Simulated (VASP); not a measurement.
# SiMo3 (P4/mmm) in VASP: single point with PBE

Aim: the single point of SiMo3 with PBE.

Everything below comes from runs of VASP 6.6.1. Logs are shortened: lines on timing, memory, paths and dates and some standing lists are left out, and cuts for length are marked.

## Step 1: The cell of the first run

Symmetry: P4/mmm, No. 123, tetragonal system. The conventional cell has a = 3.587 Å, b = 3.587 Å, c = 5.273 Å, α = 90.00°, β = 90.00°, γ = 90.00°. Si (site symmetry 4/mmm) has 6 Mo at 2.54 to 2.64 Å within 3.3 Å. Mo (site symmetry 4/mmm) has 4 Mo at 2.54 Å and 2 Si at 2.64 Å within 3.3 Å. Within 3.3 Å of Mo (site symmetry 4/mmm) lie 4 Si at 2.54 Å and 2 Mo at 2.64 Å. Within 3.3 Å of Mo (site symmetry 4/mmm) lie 6 Mo at 2.54 to 2.64 Å.

## Step 2: Single point, PBE

File POSCAR:

```
SiMo3
1.0
    3.5865943699      0.0000000000      0.0000000000
    0.0000000000      3.5865943699      0.0000000000
    0.0000000000      0.0000000000      5.2731419746
Si Mo
1 3
Direct
    0.0000000000      0.0000000000      0.5000000000
    0.0000000000      0.0000000000      0.0000000000
    0.5000000000      0.5000000000      0.5000000000
    0.5000000000      0.5000000000      0.0000000000
```

File INCAR.step1:

```
SYSTEM = SiMo3
PREC = Accurate
ENCUT = 520
EDIFF = 1E-7
ISMEAR = 0
SIGMA = 0.1
LREAL = .False.
LASPH = .True.
NELM = 80
ALGO = Fast
ISIF = 2
LWAVE = .False.
LCHARG = .True.
LMAXMIX = 4
GGA = PE
NBANDS = 31
```

File KPOINTS.step1:

```
regular mesh
0
Gamma
  14 14 10
  0 0 0
```

File INCAR.step2:

```
SYSTEM = SiMo3
PREC = Accurate
ENCUT = 520
EDIFF = 1E-7
ISMEAR = -5
SIGMA = 0.1
LREAL = .False.
LASPH = .True.
NELM = 80
ALGO = Fast
ISIF = 2
LWAVE = .False.
LCHARG = .False.
LMAXMIX = 4
GGA = PE
LORBIT = 11
NBANDS = 31
NEDOS = 2001
ICHARG = 11
```

File KPOINTS.step2:

```
regular mesh
0
Gamma
  21 21 15
  0 0 0
```

Potentials or basis: VASP PAW PBE potentials, release 64 (Si, Mo_sv).

The run is started by

```
$ cat potpaw_PBE.64/Si/POTCAR potpaw_PBE.64/Mo_sv/POTCAR > POTCAR
$ cp INCAR.step1 INCAR
$ cp KPOINTS.step1 KPOINTS
$ mpirun -np 1 vasp_std > vasp.out
$ cp INCAR.step2 INCAR
$ cp KPOINTS.step2 KPOINTS
$ mpirun -np 1 vasp_std > vasp.out
```

OUTCAR:

```text
SYSTEM = SiMo3
   PREC = Accurate
   ENCUT = 520
   EDIFF = 1E-7
   ISMEAR = -5
   LREAL = .False.
   LASPH = .True.
   NELM = 80
   ISIF = 2
   GGA = PE
   LORBIT = 11
   ICHARG = 11

 ion  position               nearest neighbor table
   1  0.000  0.000  0.500-   3 2.54   3 2.54   3 2.54   3 2.54   2 2.64   2 2.64
   2  0.000  0.000  0.000-   4 2.54   4 2.54   4 2.54   4 2.54   1 2.64   1 2.64
   3  0.500  0.500  0.500-   1 2.54   1 2.54   1 2.54   1 2.54   4 2.64   4 2.64
   4  0.500  0.500  0.000-   2 2.54   2 2.54   2 2.54   2 2.54   3 2.64   3 2.64

  LATTYP: Found a simple tetragonal cell.
 ALAT       =     3.5865943699
 C/A-ratio  =     1.4702365059

  Lattice vectors:

 A1 = (   3.5865943699,   0.0000000000,   0.0000000000)
 A2 = (   0.0000000000,   3.5865943699,   0.0000000000)
 A3 = (   0.0000000000,   0.0000000000,   5.2731419746)

Analysis of symmetry for initial positions (statically):
=====================================================================
 Subroutine PRICEL returns:
 Original cell was already a primitive cell.

 Routine SETGRP: Setting up the symmetry group for a
 simple tetragonal supercell.

 Subroutine GETGRP returns: Found 16 space group operations
 (whereof 16 operations were pure point group operations)
 out of a pool of 16 trial point group operations.

The static configuration has the point symmetry D_4h.

Analysis of symmetry for dynamics (positions and initial velocities):
=====================================================================
 Subroutine PRICEL returns:
 Original cell was already a primitive cell.

 Routine SETGRP: Setting up the symmetry group for a
 simple tetragonal supercell.

 Subroutine GETGRP returns: Found 16 space group operations
 (whereof 16 operations were pure point group operations)
 out of a pool of 16 trial point group operations.

The dynamic configuration has the point symmetry D_4h.

 Subroutine INISYM returns: Found 16 space group operations
 (whereof 16 operations are pure point group operations),
 and found     1 'primitive' translations

----------------------------------------------------------------------------------------

                                     Primitive cell

  volume of cell :      67.8319

  direct lattice vectors                    reciprocal lattice vectors
     3.586594370  0.000000000  0.000000000     0.278816029  0.000000000  0.000000000
     0.000000000  3.586594370  0.000000000     0.000000000  0.278816029  0.000000000
     0.000000000  0.000000000  5.273141975     0.000000000  0.000000000  0.189640257

  length of vectors
     3.586594370  3.586594370  5.273141975     0.278816029  0.278816029  0.189640257

  position of ions in fractional coordinates (direct lattice)
     0.000000000  0.000000000  0.500000000
     0.000000000  0.000000000  0.000000000
     0.500000000  0.500000000  0.500000000
     0.500000000  0.500000000  0.000000000

  ion indices of the primitive-cell ions
   primitive index   ion index
                 1           1
                 2           2
                 3           3
                 4           4

----------------------------------------------------------------------------------------

 KPOINTS: regular mesh

Automatic generation of k-mesh.
 Grid dimensions read from file:
 generate k-points for:   21   21   15

 Generating k-lattice:

  Cartesian coordinates                     Fractional coordinates (reciprocal lattice)
     0.013276954  0.000000000  0.000000000     0.047619048  0.000000000  0.000000000
     0.000000000  0.013276954  0.000000000     0.000000000  0.047619048  0.000000000
     0.000000000  0.000000000  0.012642684     0.000000000  0.000000000  0.066666667

  Length of vectors
     0.013276954  0.013276954  0.012642684

  Shift w.r.t. Gamma in fractional coordinates (k-lattice)
     0.000000000  0.000000000  0.000000000

 TETIRR: Found   9886 inequivalent tetrahedra from    39690

 Subroutine IBZKPT returns following result:
 ===========================================

 Found    528 irreducible k-points:

 Following reciprocal coordinates:
            Coordinates               Weight
  0.000000  0.000000  0.000000      1.000000
  0.047619  0.000000  0.000000      4.000000
  0.095238  0.000000  0.000000      4.000000
  0.142857  0.000000  0.000000      4.000000
  0.190476  0.000000  0.000000      4.000000
  0.238095  0.000000  0.000000      4.000000
[... 16 lines left out ...]
  0.142857  0.095238  0.000000      8.000000
  0.190476  0.095238  0.000000      8.000000
 [... further k-points ...]
   k-points           NKPTS =    528   k-points in BZ     NKDIM =    528   number of bands    NBANDS=     31
   number of dos      NEDOS =   2001   number of ions     NIONS =      4
   total plane-waves  NPLWV =  31360
   dimension x,y,z NGX =    28 NGY =   28 NGZ =   40
   dimension x,y,z NGXF=    56 NGYF=   56 NGZF=   80
   ions per type =               1   3
   NGX,Y,Z   is equivalent  to a cutoff of  12.98, 12.98, 12.61 a.u.
   NGXF,Y,Z  is equivalent  to a cutoff of  25.96, 25.96, 25.22 a.u.
 SYSTEM =  SiMo3
   PREC   = accura    normal or accurate (medium, high low for compatibility)
   ISTART =      0    job   : 0-new  1-cont  2-samecut
   ICHARG =     11    charge: 1-file 2-atom 10-const
   ISPIN  =      1    spin polarized calculation?
   LNONCOLLINEAR =      F non collinear calculations
   LSORBIT =      F    spin-orbit coupling
   LASPH  =      T    aspherical Exc in radial PAW
   ENCUT  =  520.0 eV  38.22 Ry    6.18 a.u.   6.67  6.67  9.80*2*pi/ulx,y,z
   NELM   =     80;   NELMIN=  2; NELMDL=  0     # of ELM steps
   EDIFF  = 0.1E-06   stopping-criterion for ELM
   LREAL  =      F    real-space projection
   EDIFFG = 0.1E-05   stopping-criterion for IOM
   NSW    =      0    number of steps for IOM
   IBRION =     -1    ionic relax: 0-MD 1-quasi-New 2-CG
   NFREE  =      0    steps in history (QN), initial steepest desc. (CG)
   ISIF   =      2    stress and relaxation
   ISYM   =      2    0-nonsym 1-usesym 2-fastsym
   POTIM  = 0.5000    time-step for ionic-motion
   TEBEG  =    0.0;   TEEND  =   0.0 temperature during run
   PSTRESS=    0.0 pullay stress
   NELECT =      46.0000    total number of electrons
   NUPDOWN=      -1.0000    fix difference up-down
   EMIN   =  10.00;   EMAX   =-10.00  energy-range for DOS
   EFERMI =   0.00;   METHOD = LEGACY
   ISMEAR =    -5;   SIGMA  =   0.10  broadening in eV -4-tet -1-fermi 0-gaus
   EFERMI_NEDOS =   21; number of points for ismear=-14 and -15
   IALGO  =     68    algorithm
   IMIX   =      4    mixing-type and parameters
     AMIX     =   0.40;   BMIX     =  1.00
     AMIX_MAG =   1.60;   BMIX_MAG =  1.00
  volume/ion in A,a.u.               =      16.96       114.44
  Fermi-wavevector in a.u.,A,eV,Ry     =   1.438300  2.717993 28.146461  2.068707
  Thomas-Fermi vector in A             =   2.557282
   LORBIT       =     11    0 simple, 1 ext, 2 COOP (PROOUT), +10 PAW based schemes
   GGA     = PE    functional components
   LHFCALC =     F    Hartree Fock is set to
   AEXX    =    0.0000 exact exchange contribution
   IVDW    =     0    specifies the selected vdW correction
   LEPSILON=     F    determine dielectric tensor
   LRPA    =     F    only Hartree local field effects (RPA)
 non-spin polarized calculation
 RMM-DIIS sequential band-by-band and
 Fermi weights with tetrahedron method with Bloechl corrections
  energy-cutoff  :      520.00
  volume of cell :       67.83
 maximum number of plane-waves:      1862
 NGX is ok and might be reduce to    28

 number of electron      45.9999996 magnetization

 Free energy of the ion-electron system (eV)
  ---------------------------------------------------
  ext. energy  EPLUGINS =         0.00000000
  ---------------------------------------------------
  free energy    TOTEN  =       -34.70908794 eV

  energy without entropy =      -34.70908794  energy(sigma->0) =      -34.70908794

 E-fermi :  10.3411     XC(G=0): -12.2143

 val. band max:       10.3756411748   @ k =   0.2857   0.0000   0.3333
 cond. band min:      10.2799595842   @ k =   0.3810   0.1905   0.2000
 fundamental gap:     -0.0956815906
 Fermi energy:        10.3411271931

 k-point     1 :       0.0000    0.0000    0.0000
  band No.  band energies     occupation
      1     -50.7666      2.00000
      2     -50.6110      2.00000
      3     -50.1027      2.00000
      4     -25.2878      2.00000
      5     -25.2589      2.00000
      6     -25.2589      2.00000
[... 23 lines left out ...]
     30      14.8720      0.00000
     31      16.2222      0.00000

 k-point     2 :       0.0476    0.0000    0.0000
  band No.  band energies     occupation
      1     -50.7661      2.00000
      2     -50.6088      2.00000
      3     -50.1053      2.00000
      4     -25.2867      2.00000
      5     -25.2524      2.00000
      6     -25.2514      2.00000
[... 23 lines left out ...]
     30      14.8196      0.00000
     31      16.2544      0.00000

 k-point     3 :       0.0952    0.0000    0.0000
  band No.  band energies     occupation
      1     -50.7648      2.00000
      2     -50.6021      2.00000
      3     -50.1132      2.00000
      4     -25.2836      2.00000
      5     -25.2328      2.00000
      6     -25.2291      2.00000
[... 23 lines left out ...]
     30      14.6633      0.00000
     31      16.3268      0.00000

 k-point     4 :       0.1429    0.0000    0.0000
  band No.  band energies     occupation
      1     -50.7629      2.00000
      2     -50.5911      2.00000
      3     -50.1260      2.00000
      4     -25.2788      2.00000
      5     -25.2006      2.00000
      6     -25.1923      2.00000
[... 23 lines left out ...]
     30      14.4076      0.00000
     31      15.8594      0.00000

 k-point     5 :       0.1905    0.0000    0.0000
  band No.  band energies     occupation
      1     -50.7606      2.00000
      2     -50.5759      2.00000
      3     -50.1433      2.00000
      4     -25.2726      2.00000
      5     -25.1565      2.00000
      6     -25.1422      2.00000
[... 23 lines left out ...]
     30      14.0631      0.00000
     31      15.2067      0.00000
[... 542 lines left out ...]
     30      13.1903      0.00000
     31      13.3486      0.00000

 k-point    22 :       0.0952    0.0952    0.0000
  band No.  band energies     occupation
      1     -50.7633      2.00000
      2     -50.5935      2.00000
      3     -50.1231      2.00000
      4     -25.2816      2.00000
      5     -25.2798      2.00000
      6     -25.1277      2.00000
[... 23 lines left out ...]
     30      14.4806      0.00000
     31      15.6732      0.00000

 k-point    23 :       0.1429    0.0952    0.0000
  band No.  band energies     occupation
      1     -50.7616      2.00000
      2     -50.5829      2.00000
      3     -50.1352      2.00000
      4     -25.2852      2.00000
      5     -25.2753      2.00000
      6     -25.0608      2.00000
[... 23 lines left out ...]
     30      14.2533      0.00000
     31      15.0933      0.00000

 k-point    24 :       0.1905    0.0952    0.0000
  band No.  band energies     occupation
      1     -50.7595      2.00000
      2     -50.5682      2.00000
      3     -50.1516      2.00000
      4     -25.2738      2.00000
      5     -25.2695      2.00000
      6     -24.9912      2.00000
[... 23 lines left out ...]
     30      13.9397      0.00000
     31      14.5451      0.00000

 [... further k-points ...]

------------------------ aborting loop because EDIFF is reached ----------------------------------------

  FORCE on cell =-STRESS in cart. coord.  units (eV):
  Direction    XX          YY          ZZ          XY          YZ          ZX
  --------------------------------------------------------------------------------------
  -------------------------------------------------------------------------------------
  Total       -0.1059545     -0.1059545     -0.0068399      0.0000000      0.0000000      0.0000000
  in kB       -2.5026267     -2.5026267     -0.1615584      0.0000000      0.0000000      0.0000000
  external PRESSURE =      -1.7222706 kB  Pullay stress =       0.0000000 kB

 VOLUME and BASIS-vectors are now :
 -----------------------------------------------------------------------------
  energy-cutoff  :      520.00
  volume of cell :       67.83
      direct lattice vectors                 reciprocal lattice vectors
     3.586594370  0.000000000  0.000000000     0.278816029  0.000000000  0.000000000
     0.000000000  3.586594370  0.000000000     0.000000000  0.278816029  0.000000000
     0.000000000  0.000000000  5.273141975     0.000000000  0.000000000  0.189640257

 POSITION                                       TOTAL-FORCE (eV/Angst)
 -----------------------------------------------------------------------------------
      0.00000      0.00000      2.63657         0.000000      0.000000      0.000000
      0.00000      0.00000      0.00000         0.000000      0.000000      0.000000
      1.79330      1.79330      2.63657         0.000000      0.000000      0.000000
      1.79330      1.79330      0.00000         0.000000      0.000000      0.000000
 -----------------------------------------------------------------------------------
    total drift:                                0.000000      0.000000     -0.000000

  FREE ENERGIE OF THE ION-ELECTRON SYSTEM (eV)
  ---------------------------------------------------
  free  energy   TOTEN  =       -34.7090879354 eV

  energy  without entropy=      -34.7090879354  energy(sigma->0) =      -34.70908794

 total charge

# of ion       s       p       d       tot
------------------------------------------
    1        0.785   0.894   0.000   1.679
    2        2.343   6.127   4.134  12.604
    3        2.292   6.126   4.026  12.444
    4        2.426   6.139   4.113  12.678
--------------------------------------------------
tot          7.846  19.285  12.273  39.405
```

Wall time 28 min (1 thread of Intel Xeon 8259CL, shared host); peak memory 0.89 GiB.

Results:

```
Valence electrons inside the program's atomic spheres : Si 1.68; Mo 12.60, 12.44, 12.68
```

Levels at points of the mesh, in eV from the Fermi level:
```
           k point  band 20  band 21  band 22  band 23  band 24  band 25  band 26  band 27
(0.00, 0.00, 0.00)    -2.64    -2.44    -0.87     0.77     0.99     0.99     1.06     1.06
```

Caveat: tetrahedron occupations give inexact forces and stress in metals.
